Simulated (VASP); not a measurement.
# InSe (R3m) in VASP: single point with PBEsol

Aim: the single point of InSe with PBEsol.

Everything below comes from runs of VASP 6.6.1. Logs are shortened: lines on timing, memory, paths and dates and some standing lists are left out, and cuts for length are marked.

### Step 1. The cell of the first run

Symmetry: R3m, No. 160, trigonal system. The conventional cell has a = 4.009 Å, b = 4.009 Å, c = 25.253 Å, α = 90.00°, β = 90.00°, γ = 120.00°. Within 3.5 Å of In (site symmetry 3m) lie 3 Se at 2.64 Å and 1 In at 2.78 Å. Within 3.5 Å of In (site symmetry 3m) lie 3 Se at 2.64 Å and 1 In at 2.78 Å. Se (site symmetry 3m) has 3 In at 2.64 Å within 3.5 Å. Within 3.5 Å of Se (site symmetry 3m) lie 3 In at 2.64 Å.

### Step 2. Single point, PBEsol

Input file INCAR:

```
SYSTEM = InSe
PREC = Accurate
ENCUT = 520
EDIFF = 1E-6
ISMEAR = 0
SIGMA = 0.02
LREAL = .FALSE.
LASPH = .TRUE.
NELM = 60
ALGO = Normal
ISIF = 2
LWAVE = .FALSE.
LCHARG = .FALSE.
GGA = PS
NBANDS = 27
```

Input file KPOINTS:

```
Automatic mesh
0
G
  12 12 12
  0 0 0
```

Input file POSCAR:

```
InSe
1.0
    2.0046472605      1.1573836355      8.4175502600
   -2.0046472605      1.1573836355      8.4175502600
    0.0000000000     -2.3147672709      8.4175502600
In Se
2 2
Direct
    0.0006933056      0.0006933056      0.0006933056
    0.1106484571      0.1106484571      0.1106484571
    0.6167937682      0.6167937682      0.6167937682
    0.8278644691      0.8278644691      0.8278644691
```

Potentials or basis: VASP PAW PBE potentials, release 64 (In_d, Se).

Started as:

```console
cat potpaw_PBE.64/In_d/POTCAR potpaw_PBE.64/Se/POTCAR > POTCAR
mpirun -np 1 vasp_std > vasp.out
```

OUTCAR:

```text
SYSTEM = InSe
   PREC = Accurate
   ENCUT = 520
   EDIFF = 1E-6
   ISMEAR = 0
   LREAL = .FALSE.
   LASPH = .TRUE.
   NELM = 60
   ISIF = 2
   GGA = PS

 ion  position               nearest neighbor table
   1  0.001  0.001  0.001-   3 2.64   3 2.64   3 2.64   2 2.78
   2  0.111  0.111  0.111-   4 2.64   4 2.64   4 2.64   1 2.78
   3  0.617  0.617  0.617-   1 2.64   1 2.64   1 2.64
   4  0.828  0.828  0.828-   2 2.64   2 2.64   2 2.64

  LATTYP: Found a trigonal (rhomboedric) cell.
 ALAT       =     8.7300229037
 COS(alpha) =     0.8945430615

  Lattice vectors:

 A1 = (   2.0046472605,   1.1573836355,   8.4175502600)
 A2 = (  -2.0046472605,   1.1573836355,   8.4175502600)
 A3 = (   0.0000000000,  -2.3147672709,   8.4175502600)

Analysis of symmetry for initial positions (statically):
=====================================================================
 Subroutine PRICEL returns:
 Original cell was already a primitive cell.

 Routine SETGRP: Setting up the symmetry group for a
 trigonal (rhombohedral) supercell.

 Subroutine GETGRP returns: Found  6 space group operations
 (whereof  6 operations were pure point group operations)
 out of a pool of 12 trial point group operations.

The static configuration has the point symmetry C_3v.

Analysis of symmetry for dynamics (positions and initial velocities):
=====================================================================
 Subroutine PRICEL returns:
 Original cell was already a primitive cell.

 Routine SETGRP: Setting up the symmetry group for a
 trigonal (rhombohedral) supercell.

 Subroutine GETGRP returns: Found  6 space group operations
 (whereof  6 operations were pure point group operations)
 out of a pool of 12 trial point group operations.

The dynamic configuration has the point symmetry C_3v.

 Subroutine INISYM returns: Found  6 space group operations
 (whereof  6 operations are pure point group operations),
 and found     1 'primitive' translations

----------------------------------------------------------------------------------------

                                     Primitive cell

  volume of cell :     117.1797

  direct lattice vectors                    reciprocal lattice vectors
     2.004647261  1.157383636  8.417550260     0.249420439  0.144002958  0.039599803
    -2.004647261  1.157383636  8.417550260    -0.249420439  0.144002958  0.039599803
     0.000000000 -2.314767271  8.417550260     0.000000000 -0.288005915  0.039599803

  length of vectors
[... 88 lines left out ...]
   EDIFFG = 0.1E-04   stopping-criterion for IOM
   NSW    =      0    number of steps for IOM
   IBRION =     -1    ionic relax: 0-MD 1-quasi-New 2-CG
   NFREE  =      0    steps in history (QN), initial steepest desc. (CG)
   ISIF   =      2    stress and relaxation
   ISYM   =      2    0-nonsym 1-usesym 2-fastsym
   POTIM  = 0.5000    time-step for ionic-motion
   TEBEG  =    0.0;   TEEND  =   0.0 temperature during run
   PSTRESS=    0.0 pullay stress
   NELECT =      38.0000    total number of electrons
   NUPDOWN=      -1.0000    fix difference up-down
   EMIN   =  10.00;   EMAX   =-10.00  energy-range for DOS
   EFERMI =   0.00;   METHOD = LEGACY
   ISMEAR =     0;   SIGMA  =   0.02  broadening in eV -4-tet -1-fermi 0-gaus
   EFERMI_NEDOS =   21; number of points for ismear=-14 and -15
   IALGO  =     38    algorithm
   IMIX   =      4    mixing-type and parameters
     AMIX     =   0.40;   BMIX     =  1.00
     AMIX_MAG =   1.60;   BMIX_MAG =  1.00
  volume/ion in A,a.u.               =      29.29       197.69
  Fermi-wavevector in a.u.,A,eV,Ry     =   1.124739  2.125449 17.211899  1.265039
  Thomas-Fermi vector in A             =   2.261413
   LORBIT       =      0    0 simple, 1 ext, 2 COOP (PROOUT), +10 PAW based schemes
   GGA     = PS    functional components
   LHFCALC =     F    Hartree Fock is set to
   AEXX    =    0.0000 exact exchange contribution
   IVDW    =     0    specifies the selected vdW correction
   LEPSILON=     F    determine dielectric tensor
   LRPA    =     F    only Hartree local field effects (RPA)
 non-spin polarized calculation
 Gauss-broadening in eV      SIGMA  =   0.02
  energy-cutoff  :      520.00
  volume of cell :      117.18
 maximum number of plane-waves:      3188
 NGX is ok and might be reduce to    70
   NGX = 33   NGY = 33   NGZ = 33

 number of electron      38.0000003 magnetization

 Free energy of the ion-electron system (eV)
  ---------------------------------------------------
  ext. energy  EPLUGINS =         0.00000000
  ---------------------------------------------------
  free energy    TOTEN  =       -15.59883618 eV

  energy without entropy =      -15.59883618  energy(sigma->0) =      -15.59883618

 E-fermi :   4.0811     XC(G=0):  -9.0889

 val. band max:        3.9416857707   @ k =   0.5000   0.5000   0.5000
 cond. band min:       4.2892484853   @ k =   0.5000   0.5000   0.5000
 fundamental gap:      0.3475627146
 Fermi energy:         4.0811325416

 k-point     1 :       0.0000    0.0000    0.0000
  band No.  band energies     occupation
      1     -10.8064      2.00000
      2     -10.6076      2.00000
      3     -10.6076      2.00000
      4     -10.5185      2.00000
      5     -10.5185      2.00000
      6     -10.5090      2.00000
[... 709 lines left out ...]
     26      10.8684      0.00000
     27      11.6673      0.00000

 [... further k-points ...]

------------------------ aborting loop because EDIFF is reached ----------------------------------------

  FORCE on cell =-STRESS in cart. coord.  units (eV):
  Direction    XX          YY          ZZ          XY          YZ          ZX
  --------------------------------------------------------------------------------------
  -------------------------------------------------------------------------------------
  Total        0.0445302      0.0445302      0.0420502      0.0000000      0.0000000      0.0000000
  in kB        0.6088539      0.6088539      0.5749446      0.0000000      0.0000000      0.0000000
  external PRESSURE =       0.5975508 kB  Pullay stress =       0.0000000 kB

 VOLUME and BASIS-vectors are now :
 -----------------------------------------------------------------------------
  energy-cutoff  :      520.00
  volume of cell :      117.18
      direct lattice vectors                 reciprocal lattice vectors
     2.004647261  1.157383636  8.417550260     0.249420439  0.144002958  0.039599803
    -2.004647261  1.157383636  8.417550260    -0.249420439  0.144002958  0.039599803
     0.000000000 -2.314767271  8.417550260     0.000000000 -0.288005915  0.039599803

 POSITION                                       TOTAL-FORCE (eV/Angst)
 -----------------------------------------------------------------------------------
      0.00000      0.00000      0.01751         0.000000      0.000000      0.020288
      0.00000      0.00000      2.79417         0.000000     -0.000000     -0.020245
      0.00000      0.00000     15.57568         0.000000     -0.000000     -0.018634
      0.00000      0.00000     20.90577         0.000000      0.000000      0.018591
 -----------------------------------------------------------------------------------
    total drift:                               -0.000000      0.000000      0.000455

  FREE ENERGIE OF THE ION-ELECTRON SYSTEM (eV)
  ---------------------------------------------------
  free  energy   TOTEN  =       -15.5988361807 eV

  energy  without entropy=      -15.5988361807  energy(sigma->0) =      -15.59883618
```

stdout:

```text
POSCAR found type information on POSCAR InSe
 POSCAR found :  2 types and       4 ions
 scaLAPACK will be used
 -----------------------------------------------------------------------------
|                                                                             |
|                                                                             |
|     You enforced a specific xc type in the INCAR file but a different       |
|     I HOPE YOU KNOW WHAT YOU ARE DOING!                                     |
|                                                                             |
 -----------------------------------------------------------------------------

 LDA part: xc-table for (Slater+PW92), standard interpolation
 POSCAR, INCAR and KPOINTS ok, starting setup
 FFT: planning ... GRIDC
 FFT: planning ... GRID_SOFT
 FFT: planning ... GRID
 WAVECAR not read
 entering main loop
```

Wall time 27 min (1 thread of Intel Xeon 6975P-C (Granite Rapids), shared host); peak memory 1 GiB.

Results:

- Free energy: -15.5988 eV
- Pressure: 0.1 GPa
- Largest force: 0.020 eV/Å
- Band gap on the k mesh: 0.35 eV

Forces on the atoms (eV/Å):
```
In   0.000  0.000  0.020
In   0.000  0.000 -0.020
Se   0.000  0.000 -0.019
Se   0.000  0.000  0.019
```

Caveat: the PAW data sets were made with another functional, which shifts forces and pressure a little; spin-orbit coupling is left out, which moves the levels of the heavy elements.
